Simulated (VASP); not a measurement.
# Ti8C5 (R-3m) in VASP: electric field gradients with LDA

Aim: the electric field gradients of Ti8C5 with LDA.

Everything below comes from runs of VASP 6.6.1. Logs are shortened: lines on timing, memory, paths and dates and some standing lists are left out, and cuts for length are marked.

## (1) The cell of the first run

The structure is trigonal, space group R-3m (No. 166). The conventional cell has a = 6.026 Å, b = 6.026 Å, c = 14.622 Å, α = 90.00°, β = 90.00°, γ = 120.00°. Within 2.7 Å of Ti (site symmetry m) lie 4 C at 2.07 to 2.13 Å. Within 3.2 Å of Ti (site symmetry 3m) lie 3 C at 2.08 Å and 12 Ti at 2.86 to 3.13 Å. Within 2.7 Å of C (site symmetry 2/m) lie 6 Ti at 2.07 to 2.08 Å. Within 2.8 Å of C (site symmetry -3m) lie 6 Ti at 2.13 Å. Within 2.8 Å of C (site symmetry -3m) lie 6 Ti at 2.12 Å.

## (2) Electric field gradients, LDA

INCAR

```
SYSTEM = Ti8C5
PREC     = Accurate       ! precision mode
ENCUT    = 520            ! plane-wave cutoff, eV
EDIFF    = 1E-8           ! SCF threshold, eV
ISMEAR   = -1             ! smearing method
SIGMA    = 0.15           ! smearing width, eV
LREAL    = .FALSE.        ! projectors in reciprocal space
LASPH    = .TRUE.         ! aspherical terms in the spheres
NELM     = 60             ! most SCF steps
ALGO     = Normal         ! electronic algorithm
ISIF     = 2              ! what is computed and relaxed
LWAVE    = .FALSE.        ! write WAVECAR
LCHARG   = .FALSE.        ! write CHGCAR
GGA      = CA             ! functional
LEFG     = .TRUE.       
NBANDS   = 70             ! bands
```

KPOINTS

```
Automatic mesh
0
G
  6 6 6
  0 0 0
```

POSCAR

```
Ti8C5
1.0
    3.0131521279      1.7396441921      4.8739928352
   -3.0131521279      1.7396441921      4.8739928352
    0.0000000000     -3.4792883843      4.8739928352
Ti C
8 5
Direct
    0.2498335040      0.7626830056      0.2498335040
    0.2498335040      0.2498335040      0.7626830056
    0.7626830056      0.2498335040      0.2498335040
    0.2373169944      0.7501664960      0.7501664960
    0.7501664960      0.2373169944      0.7501664960
    0.7501664960      0.7501664960      0.2373169944
    0.2451321050      0.2451321050      0.2451321050
    0.7548678950      0.7548678950      0.7548678950
    0.0000000000      0.0000000000      0.5000000000
    0.5000000000      0.0000000000      0.0000000000
    0.0000000000      0.5000000000      0.0000000000
    0.5000000000      0.5000000000      0.5000000000
    0.0000000000      0.0000000000      0.0000000000
```

Potentials or basis: VASP PAW LDA potentials, release 64 (Ti_sv, C).

Run with:

```console
$ cat potpaw_LDA.64/Ti_sv/POTCAR potpaw_LDA.64/C/POTCAR > POTCAR
$ mpirun -np 1 vasp_std > vasp.out
```

OUTCAR:

```text
SYSTEM = Ti8C5
   PREC = Accurate
   ENCUT = 520
   EDIFF = 1E-8
   ISMEAR = -1
   LREAL = .FALSE.
   LASPH = .TRUE.
   NELM = 60
   ISIF = 2
   GGA = CA

 ion  position               nearest neighbor table
   1  0.250  0.763  0.250-  10 2.07   9 2.07  13 2.12  12 2.13   7 2.86
   2  0.250  0.250  0.763-  10 2.07  11 2.07  13 2.12  12 2.13   7 2.86
   3  0.763  0.250  0.250-  11 2.07   9 2.07  13 2.12  12 2.13   7 2.86
   4  0.237  0.750  0.750-  11 2.07   9 2.07  13 2.12  12 2.13   8 2.86
   5  0.750  0.237  0.750-  10 2.07   9 2.07  13 2.12  12 2.13   8 2.86
   6  0.750  0.750  0.237-  10 2.07  11 2.07  13 2.12  12 2.13   8 2.86
   7  0.245  0.245  0.245-   9 2.08  10 2.08  11 2.08   3 2.86   1 2.86   2 2.86
   8  0.755  0.755  0.755-   9 2.08  10 2.08  11 2.08   5 2.86   4 2.86   6 2.86
   9  0.000  0.000  0.500-   1 2.07   3 2.07   4 2.07   5 2.07   7 2.08   8 2.08
  10  0.500  0.000  0.000-   1 2.07   5 2.07   2 2.07   6 2.07   7 2.08   8 2.08
  11  0.000  0.500  0.000-   3 2.07   4 2.07   2 2.07   6 2.07   7 2.08   8 2.08
  12  0.500  0.500  0.500-   2 2.13   6 2.13   3 2.13   4 2.13   5 2.13   1 2.13
  13  0.000  0.000  0.000-   2 2.12   6 2.12   3 2.12   4 2.12   5 2.12   1 2.12

  LATTYP: Found a trigonal (rhomboedric) cell.
 ALAT       =     5.9884266564
 COS(alpha) =     0.4936548626

  Lattice vectors:

 A1 = (   3.0131521279,   1.7396441921,   4.8739928352)
 A2 = (  -3.0131521279,   1.7396441921,   4.8739928352)
 A3 = (   0.0000000000,  -3.4792883843,   4.8739928352)

Analysis of symmetry for initial positions (statically):
=====================================================================
 Subroutine PRICEL returns:
 Original cell was already a primitive cell.

 Routine SETGRP: Setting up the symmetry group for a
 trigonal (rhombohedral) supercell.

 Subroutine GETGRP returns: Found 12 space group operations
 (whereof 12 operations were pure point group operations)
 out of a pool of 12 trial point group operations.

The static configuration has the point symmetry D_3d.

Analysis of symmetry for dynamics (positions and initial velocities):
=====================================================================
 Subroutine PRICEL returns:
 Original cell was already a primitive cell.

 Routine SETGRP: Setting up the symmetry group for a
 trigonal (rhombohedral) supercell.

 Subroutine GETGRP returns: Found 12 space group operations
 (whereof 12 operations were pure point group operations)
 out of a pool of 12 trial point group operations.

The dynamic configuration has the point symmetry D_3d.

 Subroutine INISYM returns: Found 12 space group operations
 (whereof 12 operations are pure point group operations),
 and found     1 'primitive' translations

----------------------------------------------------------------------------------------

                                     Primitive cell

  volume of cell :     153.2913

  direct lattice vectors                    reciprocal lattice vectors
     3.013152128  1.739644192  4.873992835     0.165939182  0.095805032  0.068390198
    -3.013152128  1.739644192  4.873992835    -0.165939182  0.095805032  0.068390198
     0.000000000 -3.479288384  4.873992835     0.000000000 -0.191610063  0.068390198

  length of vectors
     5.988426656  5.988426656  5.988426656     0.203449344  0.203449344  0.203449344

  position of ions in fractional coordinates (direct lattice)
     0.249833504  0.762683006  0.249833504
     0.249833504  0.249833504  0.762683006
     0.762683006  0.249833504  0.249833504
     0.237316994  0.750166496  0.750166496
     0.750166496  0.237316994  0.750166496
     0.750166496  0.750166496  0.237316994
     0.245132105  0.245132105  0.245132105
     0.754867895  0.754867895  0.754867895
     0.000000000  0.000000000  0.500000000
     0.500000000  0.000000000  1.000000000
     0.000000000  0.500000000  1.000000000
     0.500000000  0.500000000  0.500000000
     0.000000000  0.000000000  0.000000000

  ion indices of the primitive-cell ions
   primitive index   ion index
                 1           1
                 2           2
                 3           3
                 4           4
                 5           5
                 6           6
                 7           7
                 8           8
                 9           9
                10          10
[... 82 lines left out ...]
   ISYM   =      2    0-nonsym 1-usesym 2-fastsym
   POTIM  = 0.5000    time-step for ionic-motion
   TEBEG  =    0.0;   TEEND  =   0.0 temperature during run
   PSTRESS=    0.0 pullay stress
   NELECT =     116.0000    total number of electrons
   NUPDOWN=      -1.0000    fix difference up-down
   EMIN   =  10.00;   EMAX   =-10.00  energy-range for DOS
   EFERMI =   0.00;   METHOD = LEGACY
   ISMEAR =    -1;   SIGMA  =   0.15  broadening in eV -4-tet -1-fermi 0-gaus
   EFERMI_NEDOS =   21; number of points for ismear=-14 and -15
   IALGO  =     38    algorithm
   IMIX   =      4    mixing-type and parameters
     AMIX     =   0.40;   BMIX     =  1.00
     AMIX_MAG =   1.60;   BMIX_MAG =  1.00
  volume/ion in A,a.u.               =      11.79        79.57
  Fermi-wavevector in a.u.,A,eV,Ry     =   1.491838  2.819165 30.280856  2.225580
  Thomas-Fermi vector in A             =   2.604442
   LORBIT       =      0    0 simple, 1 ext, 2 COOP (PROOUT), +10 PAW based schemes
   GGA     = CA    functional components
   LHFCALC =     F    Hartree Fock is set to
   AEXX    =    0.0000 exact exchange contribution
   IVDW    =     0    specifies the selected vdW correction
   LEPSILON=     F    determine dielectric tensor
   LRPA    =     F    only Hartree local field effects (RPA)
 non-spin polarized calculation
  energy-cutoff  :      520.00
  volume of cell :      153.29
 maximum number of plane-waves:      4141
 NGX is ok and might be reduce to    48
   NGX = 23   NGY = 23   NGZ = 23

 number of electron     116.0000005 magnetization

 Free energy of the ion-electron system (eV)
  ---------------------------------------------------
  ext. energy  EPLUGINS =         0.00000000
  ---------------------------------------------------
  free energy    TOTEN  =      -129.74186235 eV

  energy without entropy =     -129.26501670  energy(sigma->0) =     -129.50343952

 E-fermi :   8.7318     XC(G=0): -12.4985

 val. band max:        8.6904458835   @ k =   0.3333   0.3333   0.0000
 cond. band min:       8.7487840435   @ k =   0.3333   0.3333   0.0000
 fundamental gap:      0.0583381600
 Fermi energy:         8.7317579635

 k-point     1 :       0.0000    0.0000    0.0000
  band No.  band energies     occupation
      1     -47.1298      2.00000
      2     -47.1055      2.00000
      3     -46.9593      2.00000
      4     -46.9160      2.00000
      5     -46.9160      2.00000
      6     -46.9129      2.00000
[... 1741 lines left out ...]
     69      11.2682      0.00000
     70      11.4494      0.00000

 [... further k-points ...]

------------------------ aborting loop because EDIFF is reached ----------------------------------------

  FORCE on cell =-STRESS in cart. coord.  units (eV):
  Direction    XX          YY          ZZ          XY          YZ          ZX
  --------------------------------------------------------------------------------------
  -------------------------------------------------------------------------------------
  Total        0.5493495      0.5493495      0.5220153      0.0000000     -0.0000000      0.0000000
  in kB        5.7417155      5.7417155      5.4560230      0.0000000     -0.0000000      0.0000000
  external PRESSURE =       5.6464847 kB  Pullay stress =       0.0000000 kB

 VOLUME and BASIS-vectors are now :
 -----------------------------------------------------------------------------
  energy-cutoff  :      520.00
  volume of cell :      153.29
      direct lattice vectors                 reciprocal lattice vectors
     3.013152128  1.739644192  4.873992835     0.165939182  0.095805032  0.068390198
    -3.013152128  1.739644192  4.873992835    -0.165939182  0.095805032  0.068390198
     0.000000000 -3.479288384  4.873992835     0.000000000 -0.191610063  0.068390198

 POSITION                                       TOTAL-FORCE (eV/Angst)
 -----------------------------------------------------------------------------------
     -1.54529      0.89218      6.15268         0.021869     -0.012626     -0.035640
      0.00000     -1.78435      6.15268        -0.000000      0.025252     -0.035640
      1.54529      0.89218      6.15268        -0.021869     -0.012626     -0.035640
     -1.54529     -0.89218      8.46929         0.021869      0.012626      0.035640
      1.54529     -0.89218      8.46929        -0.021869      0.012626      0.035640
      0.00000      1.78435      8.46929        -0.000000     -0.025252      0.035640
      0.00000     -0.00000      3.58432        -0.000000     -0.000000      0.053132
      0.00000     -0.00000     11.03766        -0.000000      0.000000     -0.053132
      0.00000     -1.73964      2.43700        -0.000000     -0.000000     -0.000000
      1.50658      0.86982      2.43700        -0.000000     -0.000000     -0.000000
     -1.50658      0.86982      2.43700         0.000000     -0.000000     -0.000000
      0.00000     -0.00000      7.31099        -0.000000     -0.000000     -0.000000
      0.00000      0.00000      0.00000        -0.000000     -0.000000     -0.000000
 -----------------------------------------------------------------------------------
    total drift:                                0.000000     -0.000000      0.000000

  FREE ENERGIE OF THE ION-ELECTRON SYSTEM (eV)
  ---------------------------------------------------
  free  energy   TOTEN  =      -129.7418623470 eV

  energy  without entropy=     -129.2650167020  energy(sigma->0) =     -129.50343952

 Electric field gradients (V/A^2)
---------------------------------------------------------------------
 ion       V_xx      V_yy      V_zz      V_xy      V_xz      V_yz
---------------------------------------------------------------------
   1     -12.647     8.031     4.616    17.908   -29.335    16.936
   2      18.370   -22.986     4.616     0.000     0.000   -33.873
   3     -12.647     8.031     4.616   -17.908    29.335    16.936
   4     -12.647     8.031     4.616   -17.908    29.335    16.936
   5     -12.647     8.031     4.616    17.908   -29.335    16.936
   6      18.370   -22.986     4.616     0.000     0.000   -33.873
   7      -3.737    -3.737     7.473    -0.000    -0.000     0.000
   8      -3.737    -3.737     7.473    -0.000     0.000     0.000
   9      -1.351    -1.493     2.844     0.000    -0.000     2.148
  10      -1.457    -1.387     2.844    -0.061    -1.861    -1.074
  11      -1.457    -1.387     2.844     0.061     1.861    -1.074
  12      -3.932    -3.932     7.863     0.000    -0.000     0.000
  13       2.364     2.364    -4.728     0.000     0.000     0.000
---------------------------------------------------------------------

 Electric field gradients after diagonalization (V/A^2)
 (convention: |V_zz| > |V_xx| > |V_yy|)
----------------------------------------------------------------------
 ion       V_xx      V_yy      V_zz     asymmetry (V_yy - V_xx)/ V_zz
----------------------------------------------------------------------
   1      27.391    18.370   -45.761       0.197
   2      27.391    18.370   -45.761       0.197
   3      27.391    18.370   -45.761       0.197
   4      27.391    18.370   -45.761       0.197
   5      27.391    18.370   -45.761       0.197
   6      27.391    18.370   -45.761       0.197
   7      -3.737    -3.737     7.473       0.000
   8      -3.737    -3.737     7.473       0.000
   9      -2.377    -1.351     3.728       0.275
  10      -2.377    -1.351     3.728       0.275
  11      -2.377    -1.351     3.728       0.275
  12      -3.932    -3.932     7.863       0.000
  13       2.364     2.364    -4.728       0.000
----------------------------------------------------------------------

           NMR quadrupolar parameters

 Cq : quadrupolar parameter    Cq=e*Q*V_zz/h
 eta: asymmetry parameters     (V_yy - V_xx)/ V_zz
 Q  : nuclear electric quadrupole moment in mb (millibarn)
----------------------------------------------------------------------
 ion       Cq(MHz)       eta       Q (mb)
----------------------------------------------------------------------
   1      -0.111       0.197       1.000
   2      -0.111       0.197       1.000
   3      -0.111       0.197       1.000
   4      -0.111       0.197       1.000
   5      -0.111       0.197       1.000
   6      -0.111       0.197       1.000
   7       0.018       0.000       1.000
   8       0.018       0.000       1.000
   9       0.009       0.275       1.000
  10       0.009       0.275       1.000
  11       0.009       0.275       1.000
  12       0.019       0.000       1.000
  13      -0.011       0.000       1.000
----------------------------------------------------------------------
```

Wall time 19 min (1 thread of Intel Xeon 8259CL, shared host); peak memory 0.4 GiB.

Results:

| Property | Result |
| --- | --- |
| Free energy | -129.7419 eV |
| Pressure | 0.6 GPa |
| Largest force | 0.053 eV/Å |
| Band gap on the k mesh | zero (bands 58 and 59 overlap by 0.06 eV) |
| Largest electric field gradient by atom | Ti -45.8, +7.5 (each value once); C +3.7, +7.9, -4.7 (each value once) V/Å² |

Forces in eV/Å, atoms in the order of the input:
```
Ti   0.022 -0.013 -0.036
Ti   0.000  0.025 -0.036
Ti  -0.022 -0.013 -0.036
Ti   0.022  0.013  0.036
Ti  -0.022  0.013  0.036
Ti   0.000 -0.025  0.036
Ti   0.000  0.000  0.053
Ti   0.000  0.000 -0.053
C    0.000  0.000  0.000
C    0.000  0.000  0.000
C    0.000  0.000  0.000
C    0.000  0.000  0.000
C    0.000  0.000  0.000
```

Levels at points of the mesh, in eV from the Fermi level:
```csv
k point,band 54,band 55,band 56,band 57,band 58,band 59,band 60,band 61,band 62,band 63
"(0.00, 0.00, 0.00)",-1.27,-0.90,-0.90,-0.59,-0.59,0.70,0.70,0.87,2.04,2.04
"(0.50, 0.00, 0.00)",-0.87,-0.85,-0.52,-0.26,-0.26,0.27,0.80,0.82,0.87,1.28
"(0.50, 0.50, 0.00)",-1.19,-0.69,-0.64,-0.59,-0.33,0.32,0.33,0.49,0.80,1.21
"(0.50, 0.50, 0.50)",-0.82,-0.80,-0.80,-0.77,-0.77,0.22,0.86,0.86,1.46,1.46
```

Electric field gradients, principal values (V/Å²):
| atom | least | middle | greatest (by size) |
| --- | --- | --- | --- |
| 1 Ti | 18.370 | 27.391 | -45.761 |
| 2 Ti | 18.370 | 27.391 | -45.761 |
| 3 Ti | 18.370 | 27.391 | -45.761 |
| 4 Ti | 18.370 | 27.391 | -45.761 |
| 5 Ti | 18.370 | 27.391 | -45.761 |
| 6 Ti | 18.370 | 27.391 | -45.761 |
| 7 Ti | -3.737 | -3.737 | 7.473 |
| 8 Ti | -3.737 | -3.737 | 7.473 |
| 9 C | -1.351 | -2.377 | 3.728 |
| 10 C | -1.351 | -2.377 | 3.728 |
| 11 C | -1.351 | -2.377 | 3.728 |
| 12 C | -3.932 | -3.932 | 7.863 |
| 13 C | 2.364 | 2.364 | -4.728 |

Caveat: without QUAD_EFG the Cq values of the log hold for a quadrupole moment of 1 mb, not for the nuclei.
